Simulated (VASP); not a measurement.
# Rh (P-3m1) in VASP: single point with r2SCAN

Aim: the single point of Rh with r2SCAN.

Program: VASP 6.6.1. These are calculated values, not measurements. Logs are shortened: lines on timing, memory, paths and dates and some standing lists are left out, and cuts for length are marked.

### Step 1. The cell of the first run

It takes space group P-3m1 (No. 164, trigonal). Conventional cell: a = 2.704 Å, b = 2.704 Å, c = 4.349 Å, α = 90.00°, β = 90.00°, γ = 120.00°. Rh (site symmetry 3m) has 12 Rh at 2.44 to 2.93 Å within 3.2 Å.

### Step 2. Single point, r2SCAN (atom 1 (Rh) moved by (+0.000, -0.300) A along x and z)

The input, POSCAR:

```
Rh
1.0
    2.7036431850      0.0000000000      0.0000000000
   -1.3518215925      2.3414236809      0.0000000000
    0.0000000000      0.0000000000      4.3486172186
Rh
2
Direct
    0.6666666667      0.3333333333      0.6810125530
    0.3333333333      0.6666666667      0.2500000000
```

The input, INCAR.step1:

```
SYSTEM = Rh
ALGO     = Normal         ! electronic algorithm
EDIFF    = 1E-4           ! SCF threshold, eV
ENCUT    = 520            ! plane-wave cutoff, eV
GGA      = PE             ! functional
ISMEAR   = 0              ! smearing method
LASPH    = .True.         ! aspherical terms in the spheres
LCHARG   = .False.        ! write CHGCAR
LREAL    = .False.        ! projectors in reciprocal space
LWAVE    = .True.         ! write WAVECAR
NBANDS   = 22             ! bands
NELM     = 100            ! most SCF steps
PREC     = Accurate       ! precision mode
SIGMA    = 0.15           ! smearing width, eV
```

The input, INCAR.step2:

```
SYSTEM = Rh
ALGO     = Normal         ! electronic algorithm
EDIFF    = 1E-7           ! SCF threshold, eV
ENCUT    = 520            ! plane-wave cutoff, eV
ISIF     = 2              ! what is computed and relaxed
ISMEAR   = 0              ! smearing method
ISTART   = 1            
LASPH    = .True.         ! aspherical terms in the spheres
LCHARG   = .True.         ! write CHGCAR
LELF     = .True.         ! ELF
LMIXTAU  = .True.       
LREAL    = .False.        ! projectors in reciprocal space
LVHAR    = .True.       
LWAVE    = .False.        ! write WAVECAR
METAGGA  = R2SCAN         ! meta-GGA
NBANDS   = 22             ! bands
NELM     = 100            ! most SCF steps
PREC     = Accurate       ! precision mode
SIGMA    = 0.15           ! smearing width, eV
```

The input, KPOINTS:

```
k-points
0
Gamma
  24 24 14
  0 0 0
```

Potentials or basis: VASP PAW PBE potentials, release 64 (Rh_pv).

Started as:

```sh
> cat potpaw_PBE.64/Rh_pv/POTCAR > POTCAR
> cp INCAR.step1 INCAR
> mpirun -np 1 vasp_std > vasp.out
> cp INCAR.step2 INCAR
> mpirun -np 1 vasp_std > vasp.out
```

OUTCAR:

```text
SYSTEM = Rh
   EDIFF = 1E-7
   ENCUT = 520
   ISIF = 2
   ISMEAR = 0
   ISTART = 1
   LASPH = .True.
   LREAL = .False.
   METAGGA = R2SCAN
   NELM = 100
   PREC = Accurate

 ion  position               nearest neighbor table
   1  0.667  0.333  0.681-   2 2.44   2 2.44   2 2.44   2 2.93   2 2.93   2 2.93
   2  0.333  0.667  0.250-   1 2.44   1 2.44   1 2.44   1 2.93   1 2.93   1 2.93

  LATTYP: Found a hexagonal cell.
 ALAT       =     2.7036431850
 C/A-ratio  =     1.6084286724

  Lattice vectors:

 A1 = (   2.7036431850,   0.0000000000,   0.0000000000)
 A2 = (  -1.3518215925,   2.3414236809,   0.0000000000)
 A3 = (   0.0000000000,   0.0000000000,   4.3486172186)

Analysis of symmetry for initial positions (statically):
=====================================================================
 Subroutine PRICEL returns:
 Original cell was already a primitive cell.

 Routine SETGRP: Setting up the symmetry group for a
 hexagonal supercell.

 Subroutine GETGRP returns: Found 12 space group operations
 (whereof  6 operations were pure point group operations)
 out of a pool of 24 trial point group operations.

The static configuration has the point symmetry C_3v.
 The point group associated with its full space group is D_3d.

Analysis of symmetry for dynamics (positions and initial velocities):
=====================================================================
 Subroutine PRICEL returns:
 Original cell was already a primitive cell.

 Routine SETGRP: Setting up the symmetry group for a
 hexagonal supercell.

 Subroutine GETGRP returns: Found 12 space group operations
 (whereof  6 operations were pure point group operations)
 out of a pool of 24 trial point group operations.

The dynamic configuration has the point symmetry C_3v.
 The point group associated with its full space group is D_3d.

 Subroutine INISYM returns: Found 12 space group operations
 (whereof  6 operations are pure point group operations),
 and found     1 'primitive' translations

----------------------------------------------------------------------------------------

                                     Primitive cell

  volume of cell :      27.5284

  direct lattice vectors                    reciprocal lattice vectors
     2.703643185  0.000000000  0.000000000     0.369871293  0.213545290  0.000000000
    -1.351821592  2.341423681  0.000000000     0.000000000  0.427090581  0.000000000
     0.000000000  0.000000000  4.348617219     0.000000000  0.000000000  0.229958157

  length of vectors
     2.703643185  2.703643185  4.348617219     0.427090581  0.427090581  0.229958157

  position of ions in fractional coordinates (direct lattice)
     0.666666667  0.333333333  0.681012553
     0.333333333  0.666666667  0.250000000

  ion indices of the primitive-cell ions
   primitive index   ion index
                 1           1
                 2           2

----------------------------------------------------------------------------------------

 KPOINTS: k-points

Automatic generation of k-mesh.
 Grid dimensions read from file:
 generate k-points for:   24   24   14

 Generating k-lattice:

  Cartesian coordinates                     Fractional coordinates (reciprocal lattice)
     0.015411304  0.008897720  0.000000000     0.041666667  0.000000000  0.000000000
     0.000000000  0.017795441  0.000000000     0.000000000  0.041666667  0.000000000
     0.000000000  0.000000000  0.016425583     0.000000000  0.000000000  0.071428571

  Length of vectors
     0.017795441  0.017795441  0.016425583

  Shift w.r.t. Gamma in fractional coordinates (k-lattice)
     0.000000000  0.000000000  0.000000000

 Subroutine IBZKPT returns following result:
 ===========================================

 Found    776 irreducible k-points:

 Following reciprocal coordinates:
            Coordinates               Weight
  0.000000  0.000000  0.000000      1.000000
  0.041667  0.000000  0.000000      6.000000
  0.083333  0.000000  0.000000      6.000000
  0.125000  0.000000  0.000000      6.000000
  0.166667  0.000000  0.000000      6.000000
  0.208333  0.000000  0.000000      6.000000
[... 16 lines left out ...]
  0.416667  0.041667  0.000000     12.000000
  0.458333  0.041667  0.000000     12.000000
 [... further k-points ...]
   k-points           NKPTS =    776   k-points in BZ     NKDIM =    776   number of bands    NBANDS=     22
   number of dos      NEDOS =    301   number of ions     NIONS =      2
   total plane-waves  NPLWV =  12800
   dimension x,y,z NGX =    20 NGY =   20 NGZ =   32
   dimension x,y,z NGXF=    40 NGYF=   40 NGZF=   64
   ions per type =               2
   NGX,Y,Z   is equivalent  to a cutoff of  12.30, 12.30, 12.23 a.u.
   NGXF,Y,Z  is equivalent  to a cutoff of  24.60, 24.60, 24.47 a.u.
 SYSTEM =  Rh
   PREC   = accura    normal or accurate (medium, high low for compatibility)
   ISTART =      1    job   : 0-new  1-cont  2-samecut
   ICHARG =      0    charge: 1-file 2-atom 10-const
   ISPIN  =      1    spin polarized calculation?
   LNONCOLLINEAR =      F non collinear calculations
   LSORBIT =      F    spin-orbit coupling
   LASPH  =      T    aspherical Exc in radial PAW
   ENCUT  =  520.0 eV  38.22 Ry    6.18 a.u.   5.03  5.03  8.09*2*pi/ulx,y,z
   NELM   =    100;   NELMIN=  2; NELMDL=  0     # of ELM steps
   EDIFF  = 0.1E-06   stopping-criterion for ELM
   LREAL  =      F    real-space projection
   EDIFFG = 0.1E-05   stopping-criterion for IOM
   NSW    =      0    number of steps for IOM
   IBRION =     -1    ionic relax: 0-MD 1-quasi-New 2-CG
   NFREE  =      0    steps in history (QN), initial steepest desc. (CG)
   ISIF   =      2    stress and relaxation
   ISYM   =      2    0-nonsym 1-usesym 2-fastsym
   POTIM  = 0.5000    time-step for ionic-motion
   TEBEG  =    0.0;   TEEND  =   0.0 temperature during run
   PSTRESS=    0.0 pullay stress
   NELECT =      30.0000    total number of electrons
   NUPDOWN=      -1.0000    fix difference up-down
   EMIN   =  10.00;   EMAX   =-10.00  energy-range for DOS
   EFERMI =   0.00;   METHOD = LEGACY
   ISMEAR =     0;   SIGMA  =   0.15  broadening in eV -4-tet -1-fermi 0-gaus
   EFERMI_NEDOS =   21; number of points for ismear=-14 and -15
   IALGO  =     38    algorithm
   IMIX   =      4    mixing-type and parameters
     AMIX     =   0.40;   BMIX     =  1.00
     AMIX_MAG =   1.60;   BMIX_MAG =  1.00
  volume/ion in A,a.u.               =      13.76        92.89
  Fermi-wavevector in a.u.,A,eV,Ry     =   1.684697  3.183615 38.616096  2.838203
  Thomas-Fermi vector in A             =   2.767673
   LORBIT       =      0    0 simple, 1 ext, 2 COOP (PROOUT), +10 PAW based schemes
   METAGGA = R2SCAN    functional components
   LHFCALC =     F    Hartree Fock is set to
   AEXX    =    0.0000 exact exchange contribution
   IVDW    =     0    specifies the selected vdW correction
   LEPSILON=     F    determine dielectric tensor
   LRPA    =     F    only Hartree local field effects (RPA)
 non-spin polarized calculation
 Gauss-broadening in eV      SIGMA  =   0.15
  energy-cutoff  :      520.00
  volume of cell :       27.53
 maximum number of plane-waves:       768
   NGX =  9   NGY =  9   NGZ = 17

 number of electron      30.0000004 magnetization

 Free energy of the ion-electron system (eV)
  ---------------------------------------------------
  ext. energy  EPLUGINS =         0.00000000
  ---------------------------------------------------
  free energy    TOTEN  =       -47.66149162 eV

  energy without entropy =      -47.63003897  energy(sigma->0) =      -47.64576529

 E-fermi :  11.9284     XC(G=0): -15.1338

 val. band max:       11.9272288672   @ k =   0.2500   0.2500   0.1429
 cond. band min:      11.9288429472   @ k =  -0.2083   0.5000   0.1429
 fundamental gap:      0.0016140801
 Fermi energy:        11.9283897901

 k-point     1 :       0.0000    0.0000    0.0000
  band No.  band energies     occupation
      1     -37.0713      2.00000
      2     -36.2403      2.00000
      3     -36.2403      2.00000
      4     -36.0306      2.00000
      5     -36.0294      2.00000
      6     -36.0294      2.00000
[... 14 lines left out ...]
     21      29.2285      0.00000
     22      29.2287      0.00000

 k-point     2 :       0.0417    0.0000    0.0000
  band No.  band energies     occupation
      1     -37.0672      2.00000
      2     -36.2549      2.00000
      3     -36.2440      2.00000
      4     -36.0389      2.00000
      5     -36.0305      2.00000
      6     -36.0282      2.00000
[... 14 lines left out ...]
     21      29.2284      0.00000
     22      29.2287      0.00000

 k-point     3 :       0.0833    0.0000    0.0000
  band No.  band energies     occupation
      1     -37.0554      2.00000
      2     -36.2951      2.00000
      3     -36.2547      2.00000
      4     -36.0663      2.00000
      5     -36.0336      2.00000
      6     -36.0240      2.00000
[... 14 lines left out ...]
     21      29.2282      0.00000
     22      29.2285      0.00000

 k-point     4 :       0.1250    0.0000    0.0000
  band No.  band energies     occupation
      1     -37.0365      2.00000
      2     -36.3541      2.00000
      3     -36.2715      2.00000
      4     -36.1091      2.00000
      5     -36.0390      2.00000
      6     -36.0228      2.00000
[... 14 lines left out ...]
     21      29.2282      0.00000
     22      29.2288      0.00000

 k-point     5 :       0.1667    0.0000    0.0000
  band No.  band energies     occupation
      1     -37.0120      2.00000
      2     -36.4259      2.00000
      3     -36.2929      2.00000
      4     -36.1630      2.00000
      5     -36.0463      2.00000
      6     -36.0275      2.00000
[... 14 lines left out ...]
     21      29.2281      0.00000
     22      29.2288      0.00000

 k-point     6 :       0.2083    0.0000    0.0000
  band No.  band energies     occupation
      1     -36.9841      2.00000
      2     -36.5052      2.00000
      3     -36.3174      2.00000
      4     -36.2223      2.00000
      5     -36.0554      2.00000
      6     -36.0390      2.00000
[... 14 lines left out ...]
     21      29.2279      0.00000
     22      29.2286      0.00000

 k-point     7 :       0.2500    0.0000    0.0000
  band No.  band energies     occupation
      1     -36.9557      2.00000
      2     -36.5873      2.00000
      3     -36.3430      2.00000
      4     -36.2807      2.00000
      5     -36.0656      2.00000
      6     -36.0572      2.00000
[... 324 lines left out ...]
      6     -36.0849      2.00000
[... 14 lines left out ...]
     21      27.8188      0.00000
     22      29.1945      0.00000

 k-point    21 :       0.3333    0.0417    0.0000
  band No.  band energies     occupation
      1     -36.9044      2.00000
      2     -36.7696      2.00000
      3     -36.4248      2.00000
      4     -36.3613      2.00000
      5     -36.1268      2.00000
      6     -36.0958      2.00000
[... 14 lines left out ...]
     21      26.9608      0.00000
     22      28.4254      0.00000

 k-point    22 :       0.3750    0.0417    0.0000
  band No.  band energies     occupation
      1     -36.8999      2.00000
      2     -36.8222      2.00000
      3     -36.4366      2.00000
      4     -36.3769      2.00000
      5     -36.1575      2.00000
      6     -36.1043      2.00000
[... 14 lines left out ...]
     21      26.2405      0.00000
     22      27.5582      0.00000

 k-point    23 :       0.4167    0.0417    0.0000
  band No.  band energies     occupation
      1     -36.9033      2.00000
      2     -36.8564      2.00000
      3     -36.4432      2.00000
      4     -36.3799      2.00000
      5     -36.1850      2.00000
      6     -36.1104      2.00000
[... 14 lines left out ...]
     21      25.7158      0.00000
     22      26.5726      0.00000

 k-point    24 :       0.4583    0.0417    0.0000
  band No.  band energies     occupation
      1     -36.9093      2.00000
      2     -36.8712      2.00000
      3     -36.4468      2.00000
      4     -36.3766      2.00000
      5     -36.2024      2.00000
      6     -36.1136      2.00000
[... 14 lines left out ...]
     21      25.4325      0.00000
     22      25.5806      0.00000

 [... further k-points ...]

------------------------ aborting loop because EDIFF is reached ----------------------------------------

  FORCE on cell =-STRESS in cart. coord.  units (eV):
  Direction    XX          YY          ZZ          XY          YZ          ZX
  --------------------------------------------------------------------------------------
  -------------------------------------------------------------------------------------
  Total        2.2508578      2.2508578      4.0344984      0.0000000      0.0000000      0.0000000
  in kB      131.0020470    131.0020470    234.8116130      0.0000000      0.0000000      0.0000000
  external PRESSURE =     165.6052356 kB  Pullay stress =       0.0000000 kB

 VOLUME and BASIS-vectors are now :
 -----------------------------------------------------------------------------
  energy-cutoff  :      520.00
  volume of cell :       27.53
      direct lattice vectors                 reciprocal lattice vectors
     2.703643185  0.000000000  0.000000000     0.369871293  0.213545290  0.000000000
    -1.351821592  2.341423681  0.000000000     0.000000000  0.427090581  0.000000000
     0.000000000  0.000000000  4.348617219     0.000000000  0.000000000  0.229958157

 POSITION                                       TOTAL-FORCE (eV/Angst)
 -----------------------------------------------------------------------------------
      1.35182      0.78047      2.96146        -0.000000      0.000000      3.824997
     -0.00000      1.56095      1.08715         0.000000     -0.000000     -3.824997
 -----------------------------------------------------------------------------------
    total drift:                                0.000000     -0.000000      0.000019

  FREE ENERGIE OF THE ION-ELECTRON SYSTEM (eV)
  ---------------------------------------------------
  free  energy   TOTEN  =       -47.6614916186 eV

  energy  without entropy=      -47.6300389680  energy(sigma->0) =      -47.64576529
```

Run time: 11 min. Hardware: 1 thread of Intel Xeon 6975P-C (Granite Rapids), shared host; peak memory 0.44 GiB.

What came out:

```
Free energy            : -47.6615 eV
Pressure               : 16.6 GPa
Largest force          : 3.825 eV/Å
Band gap on the k mesh : zero (bands 15 and 16 overlap by 2.14 eV)
```

Forces on the atoms (eV/Å):
```
Rh   0.000  0.000  3.825
Rh   0.000  0.000 -3.825
```

Stress tensor (GPa, compression positive):
```
13.10  0.00  0.00
 0.00 13.10  0.00
 0.00  0.00 23.48
```

Caveat: the cell differs from its parent crystal (atom 1 (Rh) moved by (+0.000, -0.300) A along x and z); the stress differs along the axes, from 13 to 23 GPa; the PAW data sets were made with another functional, which shifts forces and pressure a little.
